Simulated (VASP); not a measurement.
# KI in VASP: further runs, part 2 of 2

VASP 6.6.1. Earlier steps stand in the parts before.

**4. Electric field gradients, PBEsol (zz strain of +1 %)**

File INCAR:

```
SYSTEM = KI
PREC     = Accurate       ! precision mode
ENCUT    = 520            ! plane-wave cutoff, eV
EDIFF    = 1E-8           ! SCF threshold, eV
ISMEAR   = -1             ! smearing method
SIGMA    = 0.01           ! smearing width, eV
LREAL    = .False.        ! projectors in reciprocal space
LASPH    = .True.         ! aspherical terms in the spheres
NELM     = 80             ! most SCF steps
ALGO     = Normal         ! electronic algorithm
ISIF     = 2              ! what is computed and relaxed
LWAVE    = .False.        ! write WAVECAR
LCHARG   = .False.        ! write CHGCAR
GGA      = PS             ! functional
LEFG     = .True.       
NBANDS   = 15             ! bands
```

File KPOINTS:

```
Automatic mesh
0
Gamma
  8 8 8
  0 0 0
```

File POSCAR:

```
KI
1.0
    0.0000000000      3.5245500000      3.5597955000
    3.5245500000      0.0000000000      3.5597955000
    3.5245500000      3.5245500000      0.0000000000
K I
1 1
Direct
    0.0000000000      0.0000000000      0.0000000000
    0.5000000000      0.5000000000      0.5000000000
```

Potentials or basis: VASP PAW PBE potentials, release 64 (K_sv, I).

The run is started by

```bash
cat potpaw_PBE.64/K_sv/POTCAR potpaw_PBE.64/I/POTCAR > POTCAR
mpirun -np 1 vasp_std > vasp.out
```

OUTCAR:

```text
SYSTEM = KI
   PREC = Accurate
   ENCUT = 520
   EDIFF = 1E-8
   ISMEAR = -1
   LREAL = .False.
   LASPH = .True.
   NELM = 80
   ISIF = 2
   GGA = PS

 ion  position               nearest neighbor table
   1  0.000  0.000  0.000-   2 3.52   2 3.52   2 3.52   2 3.52   2 3.56   2 3.56
   2  0.500  0.500  0.500-   1 3.52   1 3.52   1 3.52   1 3.52   1 3.56   1 3.56

  LATTYP: Found a body centered tetragonal cell.
 ALAT       =     4.9844664113
 C/A-ratio  =     1.4283556980

  Lattice vectors:

 A1 = (  -3.5245500000,   0.0000000000,   3.5597955000)
 A2 = (   3.5245500000,   0.0000000000,   3.5597955000)
 A3 = (   0.0000000000,   3.5245500000,  -3.5597955000)

Analysis of symmetry for initial positions (statically):
=====================================================================
 Subroutine PRICEL returns:
 Original cell was already a primitive cell.

 Routine SETGRP: Setting up the symmetry group for a
[... 623 lines left out ...]
      direct lattice vectors                 reciprocal lattice vectors
     0.000000000  3.524550000  3.559795500    -0.141862082  0.141862082  0.140457507
     3.524550000  0.000000000  3.559795500     0.141862082 -0.141862082  0.140457507
     3.524550000  3.524550000  0.000000000     0.141862082  0.141862082 -0.140457507

 POSITION                                       TOTAL-FORCE (eV/Angst)
 -----------------------------------------------------------------------------------
      0.00000      0.00000      0.00000         0.000000      0.000000      0.000000
      3.52455      3.52455      3.55980         0.000000      0.000000      0.000000
 -----------------------------------------------------------------------------------
    total drift:                                0.000000     -0.000000     -0.000000

  FREE ENERGIE OF THE ION-ELECTRON SYSTEM (eV)
  ---------------------------------------------------
  free  energy   TOTEN  =        -5.8138019519 eV

  energy  without entropy=       -5.8138019519  energy(sigma->0) =       -5.81380195

 Electric field gradients (V/A^2)
---------------------------------------------------------------------
 ion       V_xx      V_yy      V_zz      V_xy      V_xz      V_yz
---------------------------------------------------------------------
   1      -0.660    -0.660     1.320    -0.000    -0.000    -0.000
   2      -1.005    -1.005     2.010    -0.000    -0.000    -0.000
---------------------------------------------------------------------

 Electric field gradients after diagonalization (V/A^2)
 (convention: |V_zz| > |V_xx| > |V_yy|)
----------------------------------------------------------------------
 ion       V_xx      V_yy      V_zz     asymmetry (V_yy - V_xx)/ V_zz
----------------------------------------------------------------------
   1      -0.660    -0.659     1.320       0.001
   2      -1.005    -1.005     2.010       0.000
----------------------------------------------------------------------

           NMR quadrupolar parameters

 Cq : quadrupolar parameter    Cq=e*Q*V_zz/h
 eta: asymmetry parameters     (V_yy - V_xx)/ V_zz
 Q  : nuclear electric quadrupole moment in mb (millibarn)
----------------------------------------------------------------------
 ion       Cq(MHz)       eta       Q (mb)
----------------------------------------------------------------------
   1       0.003       0.001       1.000
   2       0.005       0.000       1.000
----------------------------------------------------------------------
```

OSZICAR:

```text
N       E                     dE             d eps       ncg     rms          rms(c)
DAV:   1     0.905286370184E+02    0.90529E+02   -0.64596E+03  1770   0.902E+02
DAV:   2    -0.733107474978E-01   -0.90602E+02   -0.84579E+02  2246   0.213E+02
DAV:   3    -0.560459338882E+01   -0.55313E+01   -0.55063E+01  2413   0.457E+01
DAV:   4    -0.589829113517E+01   -0.29370E+00   -0.29360E+00  2962   0.924E+00
DAV:   5    -0.589979619753E+01   -0.15051E-02   -0.15050E-02  2495   0.695E-01    0.291E+00
DAV:   6    -0.581650972111E+01    0.83286E-01   -0.87441E-02  2288   0.196E+00    0.208E+00
DAV:   7    -0.580937569714E+01    0.71340E-02   -0.10365E-01  2414   0.174E+00    0.850E-01
DAV:   8    -0.581371050650E+01   -0.43348E-02   -0.13255E-02  1939   0.844E-01    0.244E-01
DAV:   9    -0.581351704267E+01    0.19346E-03   -0.64197E-04  2547   0.157E-01    0.817E-02
DAV:  10    -0.581379771005E+01   -0.28067E-03   -0.33964E-04  2036   0.106E-01    0.505E-02
DAV:  11    -0.581379919829E+01   -0.14882E-05   -0.24772E-05  2622   0.246E-02    0.130E-02
DAV:  12    -0.581380005106E+01   -0.85276E-06   -0.13779E-06  2247   0.913E-03    0.828E-03
DAV:  13    -0.581380187275E+01   -0.18217E-05   -0.19897E-06  2134   0.818E-03    0.225E-03
DAV:  14    -0.581380196046E+01   -0.87711E-07   -0.82873E-08  2415   0.165E-03    0.765E-04
DAV:  15    -0.581380194512E+01    0.15344E-07   -0.24144E-08  2196   0.829E-04    0.563E-04
DAV:  16    -0.581380195193E+01   -0.68180E-08   -0.57204E-10  1739   0.144E-04
   1 F= -.58138020E+01 E0= -.58138020E+01  d E =-.369391E-15
```

stdout:

```text
POSCAR found type information on POSCAR K I
 POSCAR found :  2 types and       2 ions
 scaLAPACK will be used
 -----------------------------------------------------------------------------
|                                                                             |
|                                                                             |
|     You enforced a specific xc type in the INCAR file but a different       |
|     I HOPE YOU KNOW WHAT YOU ARE DOING!                                     |
|                                                                             |
 -----------------------------------------------------------------------------

 LDA part: xc-table for (Slater+PW92), standard interpolation
 POSCAR, INCAR and KPOINTS ok, starting setup
 FFT: planning ... GRIDC
 FFT: planning ... GRID_SOFT
 FFT: planning ... GRID
 WAVECAR not read
 entering main loop
ion   1

ion   2
```

Run time: 42 s. Hardware: 1 thread of Intel Xeon 6975P-C (Granite Rapids), shared host; peak memory 0.27 GiB.

What came out:

```
Free energy            : -5.8138 eV
Pressure               : -0.3 GPa
Band gap on the k mesh : 3.81 eV, direct
```

Stress tensor (GPa, compression positive):
```
-0.21  0.00  0.00
 0.00 -0.21  0.00
 0.00  0.00 -0.43
```

Electric field gradients, principal values (V/Å²):
| atom | least | middle | greatest (by size) |
| --- | --- | --- | --- |
| 1 K | -0.659 | -0.660 | 1.320 |
| 2 I | -1.005 | -1.005 | 2.010 |

Caveat: the cell differs from its parent crystal (zz strain of +1 %); without QUAD_EFG the Cq values of the log hold for a quadrupole moment of 1 mb, not for the nuclei; the PAW data sets were made with another functional, which shifts forces and pressure a little; spin-orbit coupling is left out, which moves the levels of the heavy elements. A k mesh can miss the band edges.

**5. Electric field gradients, PBEsol (volume scaled by 0.94)**

File INCAR:

```
PREC     = Accurate       # precision mode
ENCUT    = 520            # plane-wave cutoff, eV
EDIFF    = 1E-8           # SCF threshold, eV
ISMEAR   = -1             # smearing method
SIGMA    = 0.01           # smearing width, eV
LREAL    = F              # projectors in reciprocal space
LASPH    = T              # aspherical terms in the spheres
NELM     = 60             # most SCF steps
ALGO     = Normal         # electronic algorithm
ISIF     = 2              # what is computed and relaxed
LWAVE    = F              # write WAVECAR
LCHARG   = F              # write CHGCAR
GGA      = PS             # functional
LEFG     = T            
NBANDS   = 15             # bands
```

File KPOINTS:

```
Automatic mesh
0
Gamma
  8 8 8
```

File POSCAR:

```
KI
1.0
    0.0000000000      3.4526002195      3.4526002195
    3.4526002195      0.0000000000      3.4526002195
    3.4526002195      3.4526002195      0.0000000000
K I
1 1
Direct
    0.0000000000      0.0000000000      0.0000000000
    0.5000000000      0.5000000000      0.5000000000
```

Potentials or basis: VASP PAW PBE potentials, release 64 (K_sv, I).

The run is started by

```bash
cat potpaw_PBE.64/K_sv/POTCAR potpaw_PBE.64/I/POTCAR > POTCAR
mpirun -np 1 vasp_std > vasp.out
```

OUTCAR:

```text
PREC = Accurate
   ENCUT = 520
   EDIFF = 1E-8
   ISMEAR = -1
   LREAL = F
   LASPH = T
   NELM = 60
   ISIF = 2
   GGA = PS

 ion  position               nearest neighbor table
   1  0.000  0.000  0.000-   2 3.45   2 3.45   2 3.45   2 3.45   2 3.45   2 3.45
   2  0.500  0.500  0.500-   1 3.45   1 3.45   1 3.45   1 3.45   1 3.45   1 3.45

  LATTYP: Found a face centered cubic cell.
 ALAT       =     6.9052004390

  Lattice vectors:

 A1 = (   0.0000000000,   3.4526002195,   3.4526002195)
 A2 = (   3.4526002195,   0.0000000000,   3.4526002195)
 A3 = (   3.4526002195,   3.4526002195,   0.0000000000)

Analysis of symmetry for initial positions (statically):
=====================================================================
 Subroutine PRICEL returns:
 Original cell was already a primitive cell.

 Routine SETGRP: Setting up the symmetry group for a
 face centered cubic supercell.

 Subroutine GETGRP returns: Found 48 space group operations
 (whereof 48 operations were pure point group operations)
 out of a pool of 48 trial point group operations.

The static configuration has the point symmetry O_h .

Analysis of symmetry for dynamics (positions and initial velocities):
=====================================================================
 Subroutine PRICEL returns:
 Original cell was already a primitive cell.

 Routine SETGRP: Setting up the symmetry group for a
 face centered cubic supercell.

 Subroutine GETGRP returns: Found 48 space group operations
 (whereof 48 operations were pure point group operations)
 out of a pool of 48 trial point group operations.

The dynamic configuration has the point symmetry O_h .

 Subroutine INISYM returns: Found 48 space group operations
[... 166 lines left out ...]
     14       7.0362      0.00000
[... 401 lines left out ...]
      2     -12.0913      2.00000
      3     -11.9381      2.00000
      4     -11.9259      2.00000
      5     -10.4445      2.00000
      6      -1.4106      2.00000
      7      -0.7713      2.00000
      8      -0.5957      2.00000
      9       5.8419      0.00000
     10       6.6522      0.00000
     11       7.4203      0.00000
     12       8.1989      0.00000
     13       8.6853      0.00000
     14       8.9002      0.00000
     15       9.8525      0.00000

 [... further k-points ...]
[... 5 lines left out ...]
  --------------------------------------------------------------------------------------
  -------------------------------------------------------------------------------------
  Total        0.3301726      0.3301726      0.3301726     -0.0000000      0.0000000      0.0000000
  in kB        6.4266225      6.4266225      6.4266225     -0.0000000      0.0000000      0.0000000
  external PRESSURE =       6.4266225 kB  Pullay stress =       0.0000000 kB

 VOLUME and BASIS-vectors are now :
 -----------------------------------------------------------------------------
  energy-cutoff  :      520.00
  volume of cell :       82.31
      direct lattice vectors                 reciprocal lattice vectors
     0.000000000  3.452600219  3.452600219    -0.144818389  0.144818389  0.144818389
     3.452600219  0.000000000  3.452600219     0.144818389 -0.144818389  0.144818389
     3.452600219  3.452600219  0.000000000     0.144818389  0.144818389 -0.144818389

 POSITION                                       TOTAL-FORCE (eV/Angst)
 -----------------------------------------------------------------------------------
      0.00000      0.00000      0.00000        -0.000000      0.000000     -0.000000
      3.45260      3.45260      3.45260         0.000000     -0.000000      0.000000
 -----------------------------------------------------------------------------------
    total drift:                                0.000000      0.000000      0.000000

  FREE ENERGIE OF THE ION-ELECTRON SYSTEM (eV)
  ---------------------------------------------------
  free  energy   TOTEN  =        -5.8081562921 eV

  energy  without entropy=       -5.8081562921  energy(sigma->0) =       -5.80815629

 Electric field gradients (V/A^2)
---------------------------------------------------------------------
 ion       V_xx      V_yy      V_zz      V_xy      V_xz      V_yz
---------------------------------------------------------------------
   1       0.000     0.000    -0.000     0.000     0.000     0.000
   2      -0.000    -0.000     0.000     0.000     0.000     0.000
---------------------------------------------------------------------

 Electric field gradients after diagonalization (V/A^2)
 (convention: |V_zz| > |V_xx| > |V_yy|)
----------------------------------------------------------------------
 ion       V_xx      V_yy      V_zz     asymmetry (V_yy - V_xx)/ V_zz
----------------------------------------------------------------------
   1      -0.000    -0.000     0.000       0.000
   2      -0.000    -0.000     0.001       0.000
----------------------------------------------------------------------

           NMR quadrupolar parameters

 Cq : quadrupolar parameter    Cq=e*Q*V_zz/h
 eta: asymmetry parameters     (V_yy - V_xx)/ V_zz
 Q  : nuclear electric quadrupole moment in mb (millibarn)
----------------------------------------------------------------------
 ion       Cq(MHz)       eta       Q (mb)
----------------------------------------------------------------------
   1       0.000       0.000       1.000
   2       0.000       0.000       1.000
----------------------------------------------------------------------
```

It took 36 s on 1 thread of Intel Xeon Platinum 8259CL at 2.50GHz (Skylake/Cascade Lake), shared host; peak memory 0.22 GiB.

Results:

* Free energy: -5.8082 eV
* Pressure: 0.6 GPa
* Band gap on the k mesh: 3.97 eV, direct

Levels at points of the mesh, in eV from the valence-band top:
| k point | band 4 | band 5 | band 6 | band 7 | band 8 | band 9 | band 10 | band 11 | band 12 | band 13 |
| --- | --- | --- | --- | --- | --- | --- | --- | --- | --- | --- |
| (0.00, 0.00, 0.00) | -11.78 | -10.65 | 0.00 | 0.00 | 0.00 | 3.97 | 6.38 | 6.38 | 6.38 | 7.17 |
| (0.50, 0.00, 0.00) | -11.78 | -10.24 | -1.52 | -0.41 | -0.41 | 5.44 | 7.79 | 8.20 | 8.20 | 8.77 |
| (0.50, 0.50, 0.00) | -11.80 | -10.47 | -1.13 | -0.41 | -0.41 | 4.69 | 5.82 | 8.13 | 8.89 | 8.99 |

Caveat: without QUAD_EFG the Cq values of the log hold for a quadrupole moment of 1 mb, not for the nuclei; the PAW data sets were made with another functional, which shifts forces and pressure a little; spin-orbit coupling is left out, which moves the levels of the heavy elements.

**6. Summary**

| cell | gap on the mesh (eV) | pressure (GPa) |
| --- | --- | --- |
| a = 4.935, b = 4.935, c = 4.984 Å, angles 59.7, 59.7, 60.7°, 2 atoms | 3.87 | 0.1 |
| a = 4.960, b = 4.960, c = 4.984 Å, angles 59.8, 59.8, 60.3°, 2 atoms | 3.85 | -0.1 |
| a = 5.009, b = 5.009, c = 4.984 Å, angles 60.2, 60.2, 59.7°, 2 atoms | 3.81 | -0.3 |
| a = 4.883 Å, angles 60.0°, 2 atoms | 3.97 | 0.6 |

Alike in all rows: task electric field gradients; level PBEsol; potentials or basis VASP PAW PBE potentials, release 64 (K_sv, I); no spin polarisation; k mesh 8 × 8 × 8; cutoff (eV) 520; smearing fermi-dirac 0.01 eV.

Caveats: the PAW data sets were made with another functional, which shifts forces and pressure a little; spin-orbit coupling is left out, which moves the levels of the heavy elements.

Total energies depend on the potentials used, so only differences within one code and one set of settings carry meaning.
